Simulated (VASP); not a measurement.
# Sn2Ge3 (P4mm) in VASP: relaxation of cell and atoms with PBE

Aim: the relaxation of cell and atoms of Sn2Ge3 with PBE.

Everything below comes from runs of VASP 6.6.1. Logs are shortened: lines on timing, memory, paths and dates and some standing lists are left out, and cuts for length are marked.

### 1 The cell of the first run

The structure is tetragonal, space group P4mm (No. 99). Conventional cell: a = 4.272 Å, b = 4.272 Å, c = 6.980 Å, α = 90.00°, β = 90.00°, γ = 90.00°. Sn (site symmetry 2mm) has 3 Ge at 2.87 to 3.31 Å and 4 Sn at 3.02 Å within 3.8 Å. Ge (site symmetry 2mm) has 6 Ge at 2.65 to 3.02 Å and 1 Sn at 2.87 Å within 3.5 Å. Within 3.5 Å of Ge (site symmetry 4mm) lie 4 Ge at 2.65 Å and 4 Sn at 3.31 Å.

The cell was generated, and may not be a known phase.

### 2 Relaxation of cell and atoms, PBE

INCAR

```
PREC = Accurate ; ENCUT = 600
EDIFF = 1E-6 ; ISMEAR = 0
SIGMA = 0.1 ; LREAL = False
LASPH = True ; NELM = 60
ALGO = Normal ; ISIF = 3
LWAVE = False ; LCHARG = False
GGA = PE ; IBRION = 2
NSW = 100 ; EDIFFG = -0.01
```

KPOINTS

```
regular mesh
0
Gamma
  8 8 6
```

POSCAR

```
Sn2Ge3
1.0
    4.2721661244      0.0000000000      0.0000000000
    0.0000000000      4.2721661244      0.0000000000
    0.0000000000      0.0000000000      6.9803823777
Sn Ge
2 3
Direct
    0.0000000000      0.5000000000      0.5796345215
    0.5000000000      0.0000000000      0.5796345215
    0.0000000000      0.5000000000      0.9913530102
    0.5000000000      0.0000000000      0.9913530102
    0.0000000000      0.0000000000      0.2172211665
```

Potentials or basis: VASP PAW PBE potentials, release 64 (Sn_d, Ge_d).

Run with:

```bash
cat potpaw_PBE.64/Sn_d/POTCAR potpaw_PBE.64/Ge_d/POTCAR > POTCAR
mpirun -np 1 vasp_std > vasp.out
```

OUTCAR:

```text
PREC = Accurate
   ENCUT = 600
   EDIFF = 1E-6
   ISMEAR = 0
   LREAL = False
   LASPH = True
   NELM = 60
   ISIF = 3
   GGA = PE
   IBRION = 2
   NSW = 100
   EDIFFG = -0.01

 ion  position               nearest neighbor table
   1  0.000  0.500  0.580-   3 2.87   2 3.02   2 3.02   2 3.02   2 3.02   5 3.31   5 3.31
   2  0.500  0.000  0.580-   4 2.87   1 3.02   1 3.02   1 3.02   1 3.02   5 3.31   5 3.31
   3  0.000  0.500  0.991-   5 2.65   5 2.65   1 2.87
   4  0.500  0.000  0.991-   5 2.65   5 2.65   2 2.87
   5  0.000  0.000  0.217-   3 2.65   4 2.65   3 2.65   4 2.65   1 3.31   1 3.31   2 3.31   2 3.31

  LATTYP: Found a simple tetragonal cell.
 ALAT       =     4.2721661244
 C/A-ratio  =     1.6339211010

  Lattice vectors:

 A1 = (   4.2721661244,   0.0000000000,   0.0000000000)
 A2 = (   0.0000000000,   4.2721661244,   0.0000000000)
 A3 = (   0.0000000000,   0.0000000000,   6.9803823777)

Analysis of symmetry for initial positions (statically):
=====================================================================
 Subroutine PRICEL returns:
 Original cell was already a primitive cell.

 Routine SETGRP: Setting up the symmetry group for a
 simple tetragonal supercell.

 Subroutine GETGRP returns: Found  8 space group operations
 (whereof  8 operations were pure point group operations)
 out of a pool of 16 trial point group operations.

The static configuration has the point symmetry C_4v.

Analysis of symmetry for dynamics (positions and initial velocities):
=====================================================================
 Subroutine PRICEL returns:
 Original cell was already a primitive cell.

 Routine SETGRP: Setting up the symmetry group for a
 simple tetragonal supercell.

 Subroutine GETGRP returns: Found  8 space group operations
 (whereof  8 operations were pure point group operations)
 out of a pool of 16 trial point group operations.

The dynamic configuration has the point symmetry C_4v.

 Subroutine INISYM returns: Found  8 space group operations
 (whereof  8 operations are pure point group operations),
 and found     1 'primitive' translations

----------------------------------------------------------------------------------------

                                     Primitive cell

  volume of cell :     127.4018

[... 116 lines left out ...]
  Fermi-wavevector in a.u.,A,eV,Ry     =   1.340857  2.533852 24.461868  1.797897
  Thomas-Fermi vector in A             =   2.469136
   LORBIT       =      0    0 simple, 1 ext, 2 COOP (PROOUT), +10 PAW based schemes
   GGA     = PE    functional components
   LHFCALC =     F    Hartree Fock is set to
   AEXX    =    0.0000 exact exchange contribution
   IVDW    =     0    specifies the selected vdW correction
   LEPSILON=     F    determine dielectric tensor
   LRPA    =     F    only Hartree local field effects (RPA)
 conjugate gradient relaxation of ions
 non-spin polarized calculation
 Gauss-broadening in eV      SIGMA  =   0.10
  energy-cutoff  :      600.00
  volume of cell :      127.40
 maximum number of plane-waves:      4290
 NGX is ok and might be reduce to    36
   NGX = 17   NGY = 17   NGZ = 27

--------------------------------------- Ionic step        1  -------------------------------------------

 number of electron      69.9999978 magnetization

 Free energy of the ion-electron system (eV)
  ---------------------------------------------------
  ext. energy  EPLUGINS =         0.00000000
  ---------------------------------------------------
  free energy    TOTEN  =       -19.97183767 eV

  energy without entropy =      -19.95866120  energy(sigma->0) =      -19.96524943

------------------------ aborting loop because EDIFF is reached ----------------------------------------

  FORCE on cell =-STRESS in cart. coord.  units (eV):
  Direction    XX          YY          ZZ          XY          YZ          ZX
  --------------------------------------------------------------------------------------
  -------------------------------------------------------------------------------------
  Total        0.0417231      0.0417231      0.8655624      0.0000000      0.0000000     -0.0000000
  in kB        0.5247006      0.5247006     10.8851262      0.0000000      0.0000000     -0.0000000
  external PRESSURE =       3.9781758 kB  Pullay stress =       0.0000000 kB
[... 98 lines left out ...]
  FREE ENERGIE OF THE ION-ELECTRON SYSTEM (eV)
  ---------------------------------------------------
  free  energy   TOTEN  =       -19.9960205562 eV

  energy  without entropy=      -19.9835513504  energy(sigma->0) =      -19.98978595

[... ionic steps 4 to 18 ...]

--------------------------------------- Ionic step       19  -------------------------------------------

 number of electron      69.9999969 magnetization

------------------------ aborting loop because EDIFF is reached ----------------------------------------
[... 73 lines left out ...]
--------------------------------------- Ionic step       21  -------------------------------------------

 number of electron      69.9999970 magnetization

 Free energy of the ion-electron system (eV)
  ---------------------------------------------------
  ext. energy  EPLUGINS =         0.00000000
  ---------------------------------------------------
  free energy    TOTEN  =       -20.00849248 eV

  energy without entropy =      -20.00021777  energy(sigma->0) =      -20.00435512

 E-fermi :   5.7519     XC(G=0):  -9.9447

 val. band max:        5.7239841547   @ k =   0.3750   0.0000   0.3333
 cond. band min:       5.7621985534   @ k =   0.5000   0.2500   0.5000
 fundamental gap:      0.0382143986
 Fermi energy:         5.7519239556

 k-point     1 :       0.0000    0.0000    0.0000
  band No.  band energies     occupation
      1     -18.9775      2.00000
      2     -18.9549      2.00000
      3     -18.9549      2.00000
      4     -18.9519      2.00000
      5     -18.9168      2.00000
      6     -18.9129      2.00000
[... 1069 lines left out ...]
     41       9.7270      0.00000
     42      10.2123      0.00000

 [... further k-points ...]

------------------------ aborting loop because EDIFF is reached ----------------------------------------

  FORCE on cell =-STRESS in cart. coord.  units (eV):
  Direction    XX          YY          ZZ          XY          YZ          ZX
  --------------------------------------------------------------------------------------
  -------------------------------------------------------------------------------------
  Total       -0.0104650     -0.0104650     -0.0230597      0.0000000      0.0000000      0.0000000
  in kB       -0.1305538     -0.1305538     -0.2876758      0.0000000      0.0000000      0.0000000
  external PRESSURE =      -0.1829278 kB  Pullay stress =       0.0000000 kB
[... 20 lines left out ...]
  FREE ENERGIE OF THE ION-ELECTRON SYSTEM (eV)
  ---------------------------------------------------
  free  energy   TOTEN  =       -20.0084924770 eV

  energy  without entropy=      -20.0002177701  energy(sigma->0) =      -20.00435512

 reached required accuracy - stopping structural energy minimisation
```

CONTCAR:

```text
Sn2Ge3
   1.00000000000000
     4.2315643245579624    0.0000000000000000   -0.0000000000000000
    -0.0000000000000000    4.2315643245579624   -0.0000000000000000
     0.0000000000000000    0.0000000000000000    7.1723096054000299
  Sn              Ge
     2     3
Direct
     0.0000000000000000    0.5000000000000000    0.5862019311543808
     0.5000000000000000    0.0000000000000000    0.5862019311543808
     0.0000000000000000    0.5000000000000000    0.9836951202007130
     0.5000000000000000    1.0000000000000000    0.9836951202007130
     0.0000000000000000    0.0000000000000000    0.2194021271898126

  0.00000000E+00  0.00000000E+00  0.00000000E+00
  0.00000000E+00  0.00000000E+00  0.00000000E+00
  0.00000000E+00  0.00000000E+00  0.00000000E+00
  0.00000000E+00  0.00000000E+00  0.00000000E+00
  0.00000000E+00  0.00000000E+00  0.00000000E+00
```

It took 65 min on 1 thread of Intel Xeon Platinum 8259CL at 2.50GHz (Skylake/Cascade Lake), shared host; peak memory 0.49 GiB.

Results:

- Free energy: -20.0085 eV
- Relaxed volume: 25.69 Å³/atom
- Relaxed cell: a = 4.232 Å, b = 4.232 Å, c = 7.172 Å, α = 90.00°, β = 90.00°, γ = 90.00°
- Space group after relaxing (to 0.1 Å): P4mm (No. 99)
- Energy gained by relaxing: 7.3 meV/atom
- Ionic steps: 21
- Pressure after relaxing: 0.0 GPa
- Largest force after relaxing: 0.007 eV/Å
- Band gap on the k mesh: zero (bands 35 and 36 overlap by 3.36 eV)

Forces in eV/Å, atoms in the order of the input:
```
Sn   0.000  0.000 -0.005
Sn   0.000  0.000 -0.005
Ge   0.000  0.000  0.007
Ge   0.000  0.000  0.007
Ge   0.000  0.000 -0.003
```

Step by step:
| step | energy change (eV) | largest force (eV/Å) | pressure (GPa) | volume (Å³) |
| --- | --- | --- | --- | --- |
| 1 | 0.0000 | 0.3531 | 0.40 | 127.40 |
| 2 | -0.0177 | 0.1938 | -0.19 | 128.57 |
| 3 | -0.0242 | 0.0976 | -0.69 | 129.68 |
| 4 | -0.0340 | 0.0472 | 0.00 | 127.85 |
| 5 | -0.0345 | 0.0340 | 0.13 | 127.40 |
| 6 | -0.0345 | 0.0314 | 0.15 | 127.32 |
| 7 | -0.0351 | 0.0515 | 0.06 | 127.61 |
| 8 | -0.0353 | 0.0617 | 0.04 | 127.74 |
| 9 | -0.0352 | 0.0824 | -0.08 | 128.01 |
| 10 | -0.0353 | 0.0663 | -0.03 | 127.82 |
| 11 | -0.0357 | 0.0559 | 0.03 | 127.82 |
| 12 | -0.0362 | 0.0294 | 0.13 | 127.83 |
| 13 | -0.0365 | 0.0274 | 0.09 | 128.18 |
| 14 | -0.0362 | 0.0201 | -0.19 | 129.17 |
| 15 | -0.0365 | 0.0291 | -0.18 | 128.64 |
| 16 | -0.0365 | 0.0303 | -0.09 | 128.42 |
| 17 | -0.0365 | 0.0305 | 0.01 | 128.35 |
| 18 | -0.0365 | 0.0264 | -0.02 | 128.40 |
| 19 | -0.0365 | 0.0273 | -0.07 | 128.41 |
| 20 | -0.0366 | 0.0104 | -0.01 | 128.42 |
| 21 | -0.0367 | 0.0070 | -0.02 | 128.43 |

Final structure:
```yaml
crystal:
  lattice:
    - [4.23156, 0.00000, 0.00000]
    - [0.00000, 4.23156, 0.00000]
    - [0.00000, 0.00000, 7.17231]
  atoms:
    - { symbol: Sn, position: [0.00000, 0.50000, 0.58620] }
    - { symbol: Sn, position: [0.50000, 0.00000, 0.58620] }
    - { symbol: Ge, position: [0.00000, 0.50000, 0.98370] }
    - { symbol: Ge, position: [0.50000, 0.00000, 0.98370] }
    - { symbol: Ge, position: [0.00000, 0.00000, 0.21940] }
```

Levels at points of the mesh, in eV from the Fermi level:
```
           k point  band 32  band 33  band 34  band 35  band 36  band 37  band 38  band 39
(0.00, 0.00, 0.00)    -2.23    -0.92    -0.82    -0.82     0.19     0.67     1.94     1.94
(0.50, 0.00, 0.00)    -1.47    -0.76     0.26     0.60     0.79     1.58     1.98     2.00
(0.50, 0.50, 0.00)    -4.13    -2.99    -2.87    -2.87    -2.76     2.76     4.04     4.04
(0.00, 0.00, 0.50)    -2.56    -2.56    -1.50    -1.50     1.32     1.94     2.55     2.88
(0.50, 0.00, 0.50)    -1.59    -1.31    -0.34     0.10     0.40     0.78     0.93     1.68
(0.50, 0.50, 0.50)    -4.26    -3.08    -1.34    -0.97    -0.97     0.37     0.37     1.79
```

Caveat: spin-orbit coupling is left out, which moves the levels of the heavy elements.

The gap in the log of VASP goes by the Fermi energy; the results here count the filled bands.